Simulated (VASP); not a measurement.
# W2C (P-3m1) in VASP: electric field gradients with PBE

Aim: the electric field gradients of W2C with PBE.

Everything below comes from runs of VASP 6.6.1. Logs are shortened: lines on timing, memory, paths and dates and some standing lists are left out, and cuts for length are marked.

## (1) The cell of the first run

Symmetry: P-3m1, No. 164, trigonal system. Conventional cell: a = 3.070 Å, b = 3.070 Å, c = 4.678 Å, α = 90.00°, β = 90.00°, γ = 120.00°. W (site symmetry 3m) has 3 C at 2.13 Å and 12 W at 2.91 to 3.07 Å within 3.1 Å. C (site symmetry -3m) has 6 W at 2.13 Å within 2.8 Å.

## (2) Electric field gradients, PBE

Input file INCAR:

```
SYSTEM = W2C
ALGO = Normal
EDIFF = 1E-8
ENCUT = 520
GGA = PE
GGA_COMPAT = .False.
ISIF = 2
ISMEAR = -1
ISYM = 0
LASPH = .True.
LCHARG = .False.
LEFG = .True.
LREAL = .False.
LWAVE = .False.
NBANDS = 23
NELM = 120
PREC = Accurate
SIGMA = 0.05
```

Input file KPOINTS:

```
Automatic mesh
0
Gamma
  14 14 8
  0.5 0.5 0.5
```

Input file POSCAR:

```
W2C
1.0
    3.0700456420      0.0000000000      0.0000000000
   -1.5350228210      2.6587375167      0.0000000000
    0.0000000000      0.0000000000      4.6784280000
W C
2 1
Direct
    0.3333333333      0.6666666667      0.7463310000
    0.6666666667      0.3333333333      0.2536690000
    0.0000000000      0.0000000000      0.0000000000
```

Potentials or basis: VASP PAW PBE potentials, release 64 (W_sv, C).

On the command line:

```sh
> cat potpaw_PBE.64/W_sv/POTCAR potpaw_PBE.64/C/POTCAR > POTCAR
> mpirun -np 1 vasp_std > vasp.out
```

OUTCAR:

```text
SYSTEM = W2C
   EDIFF = 1E-8
   ENCUT = 520
   GGA = PE
   ISIF = 2
   ISMEAR = -1
   ISYM = 0
   LASPH = .True.
   LREAL = .False.
   NELM = 120
   PREC = Accurate

 ion  position               nearest neighbor table
   1  0.333  0.667  0.746-   3 2.13   3 2.13   3 2.13   2 2.91   2 2.91   2 2.91   2 2.96   2 2.96
                             2 2.96
   2  0.667  0.333  0.254-   3 2.13   3 2.13   3 2.13   1 2.91   1 2.91   1 2.91   1 2.96   1 2.96
                             1 2.96
   3  0.000  0.000  0.000-   1 2.13   2 2.13   1 2.13   2 2.13   2 2.13   1 2.13

IMPORTANT INFORMATION: All symmetrisations will be switched off!
NOSYMM: (Re-)initialisation of all symmetry stuff for point group C_1.

----------------------------------------------------------------------------------------

                                     Primitive cell

  volume of cell :      38.1874

  direct lattice vectors                    reciprocal lattice vectors
     3.070045642  0.000000000  0.000000000     0.325728056  0.188059181  0.000000000
    -1.535022821  2.658737517  0.000000000     0.000000000  0.376118362  0.000000000
     0.000000000  0.000000000  4.678428000     0.000000000  0.000000000  0.213747011

  length of vectors
     3.070045642  3.070045642  4.678428000     0.376118362  0.376118362  0.213747011

  position of ions in fractional coordinates (direct lattice)
     0.333333333  0.666666667  0.746331000
     0.666666667  0.333333333  0.253669000
     0.000000000  0.000000000  0.000000000

  ion indices of the primitive-cell ions
   primitive index   ion index
                 1           1
                 2           2
                 3           3

----------------------------------------------------------------------------------------

 KPOINTS: Automatic mesh

Automatic generation of k-mesh.
 Grid dimensions read from file:
 generate k-points for:   14   14    8

 Generating k-lattice:

  Cartesian coordinates                     Fractional coordinates (reciprocal lattice)
     0.023266290  0.013432799  0.000000000     0.071428571  0.000000000  0.000000000
     0.000000000  0.026865597  0.000000000     0.000000000  0.071428571  0.000000000
     0.000000000  0.000000000  0.026718376     0.000000000  0.000000000  0.125000000

  Length of vectors
     0.026865597  0.026865597  0.026718376

  Shift w.r.t. Gamma in fractional coordinates (k-lattice)
     0.500000000  0.500000000  0.500000000

 Subroutine IBZKPT returns following result:
 ===========================================

 Found   2352 irreducible k-points:

 Following reciprocal coordinates:
            Coordinates               Weight
  0.035714  0.035714  0.062500      2.000000
 -0.035714  0.071429  0.062500      2.000000
 -0.071429  0.035714  0.062500      2.000000
 -0.035714 -0.035714  0.062500      2.000000
  0.035714 -0.071429  0.062500      2.000000
  0.071429 -0.035714  0.062500      2.000000
[... 16 lines left out ...]
  0.035714 -0.214286  0.062500      2.000000
  0.214286 -0.178571  0.062500      2.000000
 [... further k-points ...]
   k-points           NKPTS =   2352   k-points in BZ     NKDIM =   2352   number of bands    NBANDS=     23
   number of dos      NEDOS =    301   number of ions     NIONS =      3
   total plane-waves  NPLWV =  20736
   dimension x,y,z NGX =    24 NGY =   24 NGZ =   36
   dimension x,y,z NGXF=    48 NGYF=   48 NGZF=   72
   ions per type =               2   1
   NGX,Y,Z   is equivalent  to a cutoff of  13.00, 13.00, 12.79 a.u.
   NGXF,Y,Z  is equivalent  to a cutoff of  25.99, 25.99, 25.58 a.u.
 SYSTEM =  W2C
   PREC   = accura    normal or accurate (medium, high low for compatibility)
   ISTART =      0    job   : 0-new  1-cont  2-samecut
   ICHARG =      2    charge: 1-file 2-atom 10-const
   ISPIN  =      1    spin polarized calculation?
   LNONCOLLINEAR =      F non collinear calculations
   LSORBIT =      F    spin-orbit coupling
   LASPH  =      T    aspherical Exc in radial PAW
   ENCUT  =  520.0 eV  38.22 Ry    6.18 a.u.   5.71  5.71  8.70*2*pi/ulx,y,z
   NELM   =    120;   NELMIN=  2; NELMDL= -5     # of ELM steps
   EDIFF  = 0.1E-07   stopping-criterion for ELM
   LREAL  =      F    real-space projection
   EDIFFG = 0.1E-06   stopping-criterion for IOM
   NSW    =      0    number of steps for IOM
   IBRION =     -1    ionic relax: 0-MD 1-quasi-New 2-CG
   NFREE  =      0    steps in history (QN), initial steepest desc. (CG)
   ISIF   =      2    stress and relaxation
   ISYM   =      0    0-nonsym 1-usesym 2-fastsym
   POTIM  = 0.5000    time-step for ionic-motion
   TEBEG  =    0.0;   TEEND  =   0.0 temperature during run
   PSTRESS=    0.0 pullay stress
   NELECT =      32.0000    total number of electrons
   NUPDOWN=      -1.0000    fix difference up-down
   EMIN   =  10.00;   EMAX   =-10.00  energy-range for DOS
   EFERMI =   0.00;   METHOD = LEGACY
   ISMEAR =    -1;   SIGMA  =   0.05  broadening in eV -4-tet -1-fermi 0-gaus
   EFERMI_NEDOS =   21; number of points for ismear=-14 and -15
   IALGO  =     38    algorithm
   IMIX   =      4    mixing-type and parameters
     AMIX     =   0.40;   BMIX     =  1.00
     AMIX_MAG =   1.60;   BMIX_MAG =  1.00
  volume/ion in A,a.u.               =      12.73        85.90
  Fermi-wavevector in a.u.,A,eV,Ry     =   1.543422  2.916645 32.411147  2.382152
  Thomas-Fermi vector in A             =   2.649087
   LORBIT       =      0    0 simple, 1 ext, 2 COOP (PROOUT), +10 PAW based schemes
   GGA     = PE    functional components
   LHFCALC =     F    Hartree Fock is set to
   AEXX    =    0.0000 exact exchange contribution
   IVDW    =     0    specifies the selected vdW correction
   LEPSILON=     F    determine dielectric tensor
   LRPA    =     F    only Hartree local field effects (RPA)
 non-spin polarized calculation
  energy-cutoff  :      520.00
  volume of cell :       38.19
 maximum number of plane-waves:      1046
   NGX = 11   NGY = 11   NGZ = 17

 number of electron      32.0000002 magnetization

 Free energy of the ion-electron system (eV)
  ---------------------------------------------------
  ext. energy  EPLUGINS =         0.00000000
  ---------------------------------------------------
  free energy    TOTEN  =       -34.98801276 eV

  energy without entropy =      -34.97634076  energy(sigma->0) =      -34.98217676

 E-fermi :  11.5323     XC(G=0): -13.4561

 val. band max:       11.5298028378   @ k =   0.0000   0.2500   0.1875
 cond. band min:      11.5341634689   @ k =  -0.2143   0.0357  -0.1875
 fundamental gap:      0.0043606311
 Fermi energy:        11.5322971684

 k-point     1 :       0.0357    0.0357    0.0625
  band No.  band energies     occupation
      1     -63.3037      2.00000
      2     -63.2309      2.00000
      3     -27.9434      2.00000
      4     -27.3906      2.00000
      5     -27.3804      2.00000
      6     -27.2594      2.00000
[... 15 lines left out ...]
     22      18.0971      0.00000
     23      18.6922      0.00000

 k-point     2 :      -0.0357    0.0714    0.0625
  band No.  band energies     occupation
      1     -63.3037      2.00000
      2     -63.2309      2.00000
      3     -27.9434      2.00000
      4     -27.3906      2.00000
      5     -27.3804      2.00000
      6     -27.2594      2.00000
[... 15 lines left out ...]
     22      18.0971      0.00000
     23      18.6922      0.00000

 k-point     3 :      -0.0714    0.0357    0.0625
  band No.  band energies     occupation
      1     -63.3037      2.00000
      2     -63.2309      2.00000
      3     -27.9434      2.00000
      4     -27.3906      2.00000
      5     -27.3804      2.00000
      6     -27.2594      2.00000
[... 15 lines left out ...]
     22      18.0971      0.00000
     23      18.6922      0.00000

 k-point     4 :      -0.0357   -0.0357    0.0625
  band No.  band energies     occupation
      1     -63.3037      2.00000
      2     -63.2309      2.00000
      3     -27.9434      2.00000
      4     -27.3906      2.00000
      5     -27.3804      2.00000
      6     -27.2594      2.00000
[... 15 lines left out ...]
     22      18.0971      0.00000
     23      18.6922      0.00000

 k-point     5 :       0.0357   -0.0714    0.0625
  band No.  band energies     occupation
      1     -63.3037      2.00000
      2     -63.2309      2.00000
      3     -27.9434      2.00000
      4     -27.3906      2.00000
      5     -27.3804      2.00000
      6     -27.2594      2.00000
[... 15 lines left out ...]
     22      18.0971      0.00000
     23      18.6922      0.00000

 k-point     6 :       0.0714   -0.0357    0.0625
  band No.  band energies     occupation
      1     -63.3037      2.00000
      2     -63.2309      2.00000
      3     -27.9434      2.00000
      4     -27.3906      2.00000
      5     -27.3804      2.00000
      6     -27.2594      2.00000
[... 15 lines left out ...]
     22      18.0971      0.00000
     23      18.6922      0.00000

 k-point     7 :       0.1071    0.0357    0.0625
  band No.  band energies     occupation
      1     -63.2984      2.00000
      2     -63.2297      2.00000
      3     -27.9132      2.00000
      4     -27.4466      2.00000
      5     -27.4046      2.00000
      6     -27.3130      2.00000
[... 353 lines left out ...]
     22      17.6238      0.00000
     23      17.9298      0.00000

 k-point    21 :      -0.2143    0.1786    0.0625
  band No.  band energies     occupation
      1     -63.2897      2.00000
      2     -63.2280      2.00000
      3     -27.8631      2.00000
      4     -27.5350      2.00000
      5     -27.4456      2.00000
      6     -27.3923      2.00000
[... 15 lines left out ...]
     22      17.0901      0.00000
     23      18.6387      0.00000

 k-point    22 :      -0.1786   -0.0357    0.0625
  band No.  band energies     occupation
      1     -63.2897      2.00000
      2     -63.2280      2.00000
      3     -27.8611      2.00000
      4     -27.5343      2.00000
      5     -27.4486      2.00000
      6     -27.3970      2.00000
[... 15 lines left out ...]
     22      17.6238      0.00000
     23      17.9298      0.00000

 k-point    23 :       0.0357   -0.2143    0.0625
  band No.  band energies     occupation
      1     -63.2897      2.00000
      2     -63.2280      2.00000
      3     -27.8631      2.00000
      4     -27.5350      2.00000
      5     -27.4456      2.00000
      6     -27.3923      2.00000
[... 15 lines left out ...]
     22      17.0901      0.00000
     23      18.6387      0.00000

 k-point    24 :       0.2143   -0.1786    0.0625
  band No.  band energies     occupation
      1     -63.2897      2.00000
      2     -63.2280      2.00000
      3     -27.8611      2.00000
      4     -27.5343      2.00000
      5     -27.4486      2.00000
      6     -27.3970      2.00000
[... 15 lines left out ...]
     22      17.6238      0.00000
     23      17.9298      0.00000

 [... further k-points ...]
[... 5 lines left out ...]
  --------------------------------------------------------------------------------------
  -------------------------------------------------------------------------------------
  Total       -0.3204145     -0.3204158     -0.1832180     -0.0000012      0.0000002     -0.0000002
  in kB      -13.4431950    -13.4432478     -7.6870281     -0.0000493      0.0000074     -0.0000097
  external PRESSURE =     -11.5244903 kB  Pullay stress =       0.0000000 kB

 VOLUME and BASIS-vectors are now :
 -----------------------------------------------------------------------------
  energy-cutoff  :      520.00
  volume of cell :       38.19
      direct lattice vectors                 reciprocal lattice vectors
     3.070045642  0.000000000  0.000000000     0.325728056  0.188059181  0.000000000
    -1.535022821  2.658737517  0.000000000     0.000000000  0.376118362  0.000000000
     0.000000000  0.000000000  4.678428000     0.000000000  0.000000000  0.213747011

 POSITION                                       TOTAL-FORCE (eV/Angst)
 -----------------------------------------------------------------------------------
     -0.00000      1.77249      3.49166        -0.000000     -0.000000      0.020578
      1.53502      0.88625      1.18677         0.000000      0.000000     -0.020583
      0.00000      0.00000      0.00000        -0.000000     -0.000000      0.000005
 -----------------------------------------------------------------------------------
    total drift:                                0.000000      0.000000     -0.000010

  FREE ENERGIE OF THE ION-ELECTRON SYSTEM (eV)
  ---------------------------------------------------
  free  energy   TOTEN  =       -34.9880127576 eV

  energy  without entropy=      -34.9763407581  energy(sigma->0) =      -34.98217676

 Electric field gradients (V/A^2)
---------------------------------------------------------------------
 ion       V_xx      V_yy      V_zz      V_xy      V_xz      V_yz
---------------------------------------------------------------------
   1      45.835    45.834   -91.669    -0.000    -0.000     0.000
   2      45.835    45.834   -91.670    -0.000    -0.000     0.000
   3      -0.396    -0.396     0.792    -0.000     0.000    -0.000
---------------------------------------------------------------------

 Electric field gradients after diagonalization (V/A^2)
 (convention: |V_zz| > |V_xx| > |V_yy|)
----------------------------------------------------------------------
 ion       V_xx      V_yy      V_zz     asymmetry (V_yy - V_xx)/ V_zz
----------------------------------------------------------------------
   1      45.835    45.834   -91.669       0.000
   2      45.835    45.834   -91.670       0.000
   3      -0.396    -0.396     0.792       0.000
----------------------------------------------------------------------

           NMR quadrupolar parameters

 Cq : quadrupolar parameter    Cq=e*Q*V_zz/h
 eta: asymmetry parameters     (V_yy - V_xx)/ V_zz
 Q  : nuclear electric quadrupole moment in mb (millibarn)
----------------------------------------------------------------------
 ion       Cq(MHz)       eta       Q (mb)
----------------------------------------------------------------------
   1      -0.222       0.000       1.000
   2      -0.222       0.000       1.000
   3       0.002       0.000       1.000
----------------------------------------------------------------------
```

Run time: 14 min. Hardware: 1 thread of Intel Xeon Platinum 8559C (Emerald Rapids), shared host; peak memory 1.6 GiB.

Results:

* Free energy: -34.9880 eV
* Pressure: -1.2 GPa
* Largest force: 0.021 eV/Å
* Band gap on the k mesh: zero (bands 16 and 17 overlap by 2.58 eV)
* Largest electric field gradient by atom: W -91.7; C +0.8 V/Å²

Forces on the atoms (eV/Å):
```
W    0.000  0.000  0.021
W    0.000  0.000 -0.021
C    0.000  0.000  0.000
```

Electric field gradients, principal values (V/Å²):
```tsv
atom	least	middle	greatest (by size)
1 W	45.834	45.835	-91.669
2 W	45.834	45.835	-91.670
3 C	-0.396	-0.396	0.792
```

Caveat: without QUAD_EFG the Cq values of the log hold for a quadrupole moment of 1 mb, not for the nuclei; spin-orbit coupling is left out, which moves the levels of the heavy elements.
